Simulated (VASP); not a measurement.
# P in VASP: further runs

P is run at these levels: PBEsol; tasks: single point.

Everything below comes from runs of VASP 6.6.1. Logs are shortened: lines on timing, memory, paths and dates and some standing lists are left out, and cuts for length are marked.

## Step 1: The cell of the first run

The cell holds a slab with vacuum, 4 atoms: a = 3.284 Å, b = 34.857 Å, c = 4.632 Å, α = 90.00°, β = 90.00°, γ = 90.00°.

## Step 2: Single point, PBEsol (atom 1 (P) moved +0.150 Å towards its neighbour atom 4 (P) at 2.199 Å)

Input file INCAR:

```
SYSTEM = P
ALGO = Normal ; EDIFF = 1E-6
ENCUT = 520 ; GGA = PS
ISIF = 2 ; ISMEAR = 0
LASPH = .True. ; LCHARG = .False.
LREAL = .False. ; LWAVE = .False.
NBANDS = 18 ; NELM = 60
PREC = Accurate ; SIGMA = 0.05
```

Input file KPOINTS:

```
k-points
0
Gamma
  8 1 6
  0 0 0
```

Input file POSCAR:

```
P
1.0
    3.2837277200      0.0000000000      0.0000000000
    0.0000000000     34.8570309900      0.0000000000
    0.0000000000      0.0000000000      4.6320847100
P
4
Direct
   -0.0341114863      0.9702614300      0.6136886142
    0.0000000000      0.0297385700      0.4078492800
    0.5000000000      0.0297385700      0.0921507200
    0.5000000000      0.9702614300      0.9078492800
```

Potentials or basis: VASP PAW PBE potentials, release 64 (P).

Run with:

```bash
$ cat potpaw_PBE.64/P/POTCAR > POTCAR
$ mpirun -np 1 vasp_std > vasp.out
```

OUTCAR:

```text
SYSTEM = P
   EDIFF = 1E-6
   ENCUT = 520
   GGA = PS
   ISIF = 2
   ISMEAR = 0
   LASPH = .True.
   LREAL = .False.
   NELM = 60
   PREC = Accurate

 ion  position               nearest neighbor table
   1  0.966  0.970  0.614-   4 2.05   4 2.22   2 2.28
   2  0.000  0.030  0.408-   3 2.20   3 2.20   1 2.28
   3  0.500  0.030  0.092-   2 2.20   2 2.20   4 2.24
   4  0.500  0.970  0.908-   1 2.05   1 2.22   3 2.24

  LATTYP: Found a simple orthorhombic cell.
 ALAT       =     3.2837277200
 B/A-ratio  =     1.4106177811
 C/A-ratio  =    10.6150795566

  Lattice vectors:

 A1 = (  -3.2837277200,   0.0000000000,   0.0000000000)
 A2 = (   0.0000000000,   0.0000000000,   4.6320847100)
 A3 = (   0.0000000000,  34.8570309900,   0.0000000000)

Analysis of symmetry for initial positions (statically):
=====================================================================
 Subroutine PRICEL returns:
 Original cell was already a primitive cell.

 Routine SETGRP: Setting up the symmetry group for a
 simple orthorhombic supercell.

 Subroutine GETGRP returns: Found  1 space group operations
 (whereof  1 operations were pure point group operations)
 out of a pool of  8 trial point group operations.

The static configuration has the point symmetry C_1 .

Analysis of symmetry for dynamics (positions and initial velocities):
=====================================================================
 Subroutine PRICEL returns:
 Original cell was already a primitive cell.

 Routine SETGRP: Setting up the symmetry group for a
 simple orthorhombic supercell.

 Subroutine GETGRP returns: Found  1 space group operations
 (whereof  1 operations were pure point group operations)
 out of a pool of  8 trial point group operations.

The dynamic configuration has the point symmetry C_1 .

 Subroutine INISYM returns: Found  1 space group operations
 (whereof  1 operations are pure point group operations),
 and found     1 'primitive' translations

----------------------------------------------------------------------------------------

                                     Primitive cell

  volume of cell :     530.1930

  direct lattice vectors                    reciprocal lattice vectors
     3.283727720  0.000000000  0.000000000     0.304531948  0.000000000  0.000000000
     0.000000000 34.857030990  0.000000000     0.000000000  0.028688617  0.000000000
     0.000000000  0.000000000  4.632084710     0.000000000  0.000000000  0.215885516

  length of vectors
     3.283727720 34.857030990  4.632084710     0.304531948  0.028688617  0.215885516

  position of ions in fractional coordinates (direct lattice)
     0.965888514  0.970261430  0.613688614
     0.000000000  0.029738570  0.407849280
     0.500000000  0.029738570  0.092150720
     0.500000000  0.970261430  0.907849280

  ion indices of the primitive-cell ions
   primitive index   ion index
                 1           1
                 2           2
                 3           3
                 4           4

----------------------------------------------------------------------------------------

 KPOINTS: k-points

Automatic generation of k-mesh.
 Grid dimensions read from file:
 generate k-points for:    8    1    6

 Generating k-lattice:

  Cartesian coordinates                     Fractional coordinates (reciprocal lattice)
     0.038066494  0.000000000  0.000000000     0.125000000  0.000000000  0.000000000
     0.000000000  0.028688617  0.000000000     0.000000000  1.000000000  0.000000000
     0.000000000  0.000000000  0.035980919     0.000000000  0.000000000  0.166666667

  Length of vectors
     0.038066494  0.028688617  0.035980919

  Shift w.r.t. Gamma in fractional coordinates (k-lattice)
     0.000000000  0.000000000  0.000000000

 Subroutine IBZKPT returns following result:
 ===========================================

 Found     26 irreducible k-points:

 Following reciprocal coordinates:
            Coordinates               Weight
  0.000000  0.000000  0.000000      1.000000
  0.125000  0.000000  0.000000      2.000000
  0.250000  0.000000  0.000000      2.000000
  0.375000  0.000000  0.000000      2.000000
  0.500000  0.000000  0.000000      1.000000
  0.000000  0.000000  0.166667      2.000000
[... 16 lines left out ...]
  0.125000  0.000000  0.500000      2.000000
  0.250000  0.000000  0.500000      2.000000
 [... further k-points ...]
   k-points           NKPTS =     26   k-points in BZ     NKDIM =     26   number of bands    NBANDS=     18
   number of dos      NEDOS =    301   number of ions     NIONS =      4
   total plane-waves  NPLWV = 233280
   dimension x,y,z NGX =    24 NGY =  270 NGZ =   36
   dimension x,y,z NGXF=    48 NGYF=  540 NGZF=   72
   ions per type =               4
   NGX,Y,Z   is equivalent  to a cutoff of  12.15, 12.88, 12.92 a.u.
   NGXF,Y,Z  is equivalent  to a cutoff of  24.30, 25.75, 25.84 a.u.
 SYSTEM =  P
   PREC   = accura    normal or accurate (medium, high low for compatibility)
   ISTART =      0    job   : 0-new  1-cont  2-samecut
   ICHARG =      2    charge: 1-file 2-atom 10-const
   ISPIN  =      1    spin polarized calculation?
   LNONCOLLINEAR =      F non collinear calculations
   LSORBIT =      F    spin-orbit coupling
   LASPH  =      T    aspherical Exc in radial PAW
   ENCUT  =  520.0 eV  38.22 Ry    6.18 a.u.   6.11 64.81  8.61*2*pi/ulx,y,z
   NELM   =     60;   NELMIN=  2; NELMDL= -5     # of ELM steps
   EDIFF  = 0.1E-05   stopping-criterion for ELM
   LREAL  =      F    real-space projection
   EDIFFG = 0.1E-04   stopping-criterion for IOM
   NSW    =      0    number of steps for IOM
   IBRION =     -1    ionic relax: 0-MD 1-quasi-New 2-CG
   NFREE  =      0    steps in history (QN), initial steepest desc. (CG)
   ISIF   =      2    stress and relaxation
   ISYM   =      2    0-nonsym 1-usesym 2-fastsym
   POTIM  = 0.5000    time-step for ionic-motion
   TEBEG  =    0.0;   TEEND  =   0.0 temperature during run
   PSTRESS=    0.0 pullay stress
   NELECT =      20.0000    total number of electrons
   NUPDOWN=      -1.0000    fix difference up-down
   EMIN   =  10.00;   EMAX   =-10.00  energy-range for DOS
   EFERMI =   0.00;   METHOD = LEGACY
   ISMEAR =     0;   SIGMA  =   0.05  broadening in eV -4-tet -1-fermi 0-gaus
   EFERMI_NEDOS =   21; number of points for ismear=-14 and -15
   IALGO  =     38    algorithm
   IMIX   =      4    mixing-type and parameters
     AMIX     =   0.40;   BMIX     =  1.00
     AMIX_MAG =   1.60;   BMIX_MAG =  1.00
  volume/ion in A,a.u.               =     132.55       894.48
  Fermi-wavevector in a.u.,A,eV,Ry     =   0.549044  1.037542  4.101461  0.301449
  Thomas-Fermi vector in A             =   1.580001
   LORBIT       =      0    0 simple, 1 ext, 2 COOP (PROOUT), +10 PAW based schemes
   GGA     = PS    functional components
   LHFCALC =     F    Hartree Fock is set to
   AEXX    =    0.0000 exact exchange contribution
   IVDW    =     0    specifies the selected vdW correction
   LEPSILON=     F    determine dielectric tensor
   LRPA    =     F    only Hartree local field effects (RPA)
 non-spin polarized calculation
 Gauss-broadening in eV      SIGMA  =   0.05
  energy-cutoff  :      520.00
  volume of cell :      530.19
 maximum number of plane-waves:     14344
   NGX = 13   NGY =129   NGZ = 17

 number of electron      20.0000001 magnetization

 Free energy of the ion-electron system (eV)
  ---------------------------------------------------
  ext. energy  EPLUGINS =         0.00000000
  ---------------------------------------------------
  free energy    TOTEN  =       -22.61933551 eV

  energy without entropy =      -22.61933551  energy(sigma->0) =      -22.61933551

 E-fermi :  -3.1056     XC(G=0):  -1.7680

 val. band max:       -3.3698949230   @ k =   0.0000   0.0000   0.0000
 cond. band min:      -2.6450439925   @ k =   0.0000   0.0000   0.0000
 fundamental gap:      0.7248509305
 Fermi energy:        -3.1055688788

 k-point     1 :       0.0000    0.0000    0.0000
  band No.  band energies     occupation
      1     -18.7446      2.00000
      2     -16.3533      2.00000
      3     -12.5900      2.00000
      4      -9.3597      2.00000
      5      -8.1530      2.00000
      6      -7.9363      2.00000
[... 10 lines left out ...]
     17       1.6063      0.00000
     18       1.7450      0.00000

 k-point     2 :       0.1250    0.0000    0.0000
  band No.  band energies     occupation
      1     -18.5557      2.00000
      2     -16.1590      2.00000
      3     -12.6679      2.00000
      4      -9.2271      2.00000
      5      -8.3660      2.00000
      6      -8.0845      2.00000
[... 10 lines left out ...]
     17       1.8229      0.00000
     18       1.8436      0.00000

 k-point     3 :       0.2500    0.0000    0.0000
  band No.  band energies     occupation
      1     -17.9952      2.00000
      2     -15.5823      2.00000
      3     -13.1800      2.00000
      4      -9.8022      2.00000
      5      -9.0990      2.00000
      6      -8.8006      2.00000
[... 10 lines left out ...]
     17       2.0580      0.00000
     18       2.2295      0.00000

 k-point     4 :       0.3750    0.0000    0.0000
  band No.  band energies     occupation
      1     -17.0896      2.00000
      2     -14.7354      2.00000
      3     -14.2672      2.00000
      4     -11.5778      2.00000
      5      -9.1548      2.00000
      6      -8.4344      2.00000
[... 375 lines left out ...]
      4     -11.7218      2.00000
      5      -6.7250      2.00000
      6      -6.5701      2.00000
[... 10 lines left out ...]
     17       2.2512      0.00000
     18       2.4565      0.00000

 k-point    23 :       0.1250    0.0000    0.5000
  band No.  band energies     occupation
      1     -17.7178      2.00000
      2     -17.2457      2.00000
      3     -11.9564      2.00000
      4     -11.6537      2.00000
      5      -7.9351      2.00000
      6      -7.4414      2.00000
[... 10 lines left out ...]
     17       2.5097      0.00000
     18       2.6999      0.00000

 k-point    24 :       0.2500    0.0000    0.5000
  band No.  band energies     occupation
      1     -17.1797      2.00000
      2     -16.7076      2.00000
      3     -12.0356      2.00000
      4     -11.7375      2.00000
      5      -9.3404      2.00000
      6      -9.0122      2.00000
[... 10 lines left out ...]
     17       2.7149      0.00000
     18       3.0068      0.00000

 [... further k-points ...]

------------------------ aborting loop because EDIFF is reached ----------------------------------------

  FORCE on cell =-STRESS in cart. coord.  units (eV):
  Direction    XX          YY          ZZ          XY          YZ          ZX
  --------------------------------------------------------------------------------------
  -------------------------------------------------------------------------------------
  Total        0.7221562     -0.2256861      1.7464186     -0.4939157      0.6255585     -2.1221815
  in kB        2.1822660     -0.6819952      5.2774594     -1.4925518      1.8903599     -6.4129682
  external PRESSURE =       2.2592434 kB  Pullay stress =       0.0000000 kB

 VOLUME and BASIS-vectors are now :
 -----------------------------------------------------------------------------
  energy-cutoff  :      520.00
  volume of cell :      530.19
      direct lattice vectors                 reciprocal lattice vectors
     3.283727720  0.000000000  0.000000000     0.304531948  0.000000000  0.000000000
     0.000000000 34.857030990  0.000000000     0.000000000  0.028688617  0.000000000
     0.000000000  0.000000000  4.632084710     0.000000000  0.000000000  0.215885516

 POSITION                                       TOTAL-FORCE (eV/Angst)
 -----------------------------------------------------------------------------------
      3.17171     33.82043      2.84266         1.780251      0.041787     -1.978579
      0.00000      1.03660      1.88919        -0.135065     -0.056326      0.355478
      1.64186      1.03660      0.42685        -0.103241     -0.045675     -0.053645
      1.64186     33.82043      4.20523        -1.541945      0.060214      1.676746
 -----------------------------------------------------------------------------------
    total drift:                                0.000039     -0.000005     -0.000080

  FREE ENERGIE OF THE ION-ELECTRON SYSTEM (eV)
  ---------------------------------------------------
  free  energy   TOTEN  =       -22.6193355108 eV

  energy  without entropy=      -22.6193355108  energy(sigma->0) =      -22.61933551
```

It took 2.7 min on 1 thread of Intel Xeon 6975P-C (Granite Rapids), shared host; peak memory 0.6 GiB.

Results:

* Free energy: -22.6193 eV
* Largest force: 2.662 eV/Å
* Band gap on the k mesh: 0.72 eV

Forces in eV/Å, atoms in the order of the input:
```
P    1.780  0.042 -1.979
P   -0.135 -0.056  0.355
P   -0.103 -0.046 -0.054
P   -1.542  0.060  1.677
```

Levels at points of the mesh, in eV from the valence-band top:
```
           k point  band 7  band 8  band 9  band 10  band 11  band 12  band 13  band 14
(0.00, 0.00, 0.00)   -3.80   -2.26   -1.66     0.00     0.72     1.07     2.30     3.46
(0.50, 0.00, 0.00)   -2.95   -2.72   -2.25    -2.00     0.92     1.18     2.10     2.50
(0.00, 0.00, 0.50)   -2.86   -2.73   -1.49    -1.38     1.47     1.93     3.47     3.62
(0.50, 0.00, 0.50)   -4.68   -4.47   -1.26    -1.08     1.84     2.24     3.70     3.95
```

Caveat: the cell differs from its parent crystal (atom 1 (P) moved +0.150 Å towards its neighbour atom 4 (P) at 2.199 Å); the PAW data sets were made with another functional, which shifts forces and pressure a little.

## Step 3: Single point, PBEsol (atom 1 (P) moved +0.263 Å towards its neighbour atom 4 (P) at 2.199 Å)

Input file INCAR:

```
PREC = Accurate ; ENCUT = 520
EDIFF = 1E-6 ; ISMEAR = 0
SIGMA = 0.05 ; LREAL = F
LASPH = T ; NELM = 80
ALGO = Normal ; ISIF = 2
LWAVE = F ; LCHARG = F
GGA = PS ; NBANDS = 18
```

Input file KPOINTS:

```
Automatic mesh
0
Gamma
  8 1 6
```

Changes to POSCAR since step 2:

```diff
@@ -8,3 +8,3 @@
 Direct
-   -0.0341114863      0.9702614300      0.6136886142
+   -0.0596951011      0.9702614300      0.6298420349
     0.0000000000      0.0297385700      0.4078492800
```

Potentials or basis: VASP PAW PBE potentials, release 64 (P).

Run with:

```bash
$ cat potpaw_PBE.64/P/POTCAR > POTCAR
$ mpirun -np 1 vasp_std > vasp.out
```

Run time: 3.3 min. Hardware: 1 thread of Intel Xeon Platinum 8488C (Sapphire Rapids), shared host; peak memory 0.58 GiB.

Results (log left out):

```
Free energy            : -22.1709 eV
Largest force          : 5.517 eV/Å
Band gap on the k mesh : 0.58 eV (least direct gap 0.67 eV)
```

Forces in eV/Å, atoms in the order of the input:
```
P    3.877  0.063 -3.924
P   -0.238 -0.111  0.407
P   -0.195 -0.092  0.119
P   -3.444  0.141  3.398
```

Levels at points of the mesh, in eV from the valence-band top:
| k point | band 7 | band 8 | band 9 | band 10 | band 11 | band 12 | band 13 | band 14 |
| --- | --- | --- | --- | --- | --- | --- | --- | --- |
| (0.00, 0.00, 0.00) | -4.01 | -2.48 | -1.66 | -0.09 | 0.58 | 0.69 | 2.12 | 3.63 |
| (0.50, 0.00, 0.00) | -3.13 | -2.70 | -2.46 | -1.98 | 0.72 | 1.16 | 2.04 | 2.70 |
| (0.00, 0.00, 0.50) | -2.83 | -2.77 | -1.55 | -1.33 | 0.91 | 1.84 | 3.27 | 3.55 |
| (0.50, 0.00, 0.50) | -4.74 | -4.37 | -1.45 | -1.10 | 1.52 | 2.18 | 3.66 | 4.02 |

Caveat: the cell differs from its parent crystal (atom 1 (P) moved +0.263 Å towards its neighbour atom 4 (P) at 2.199 Å); the PAW data sets were made with another functional, which shifts forces and pressure a little.

(Continued in part 2 of 2.)
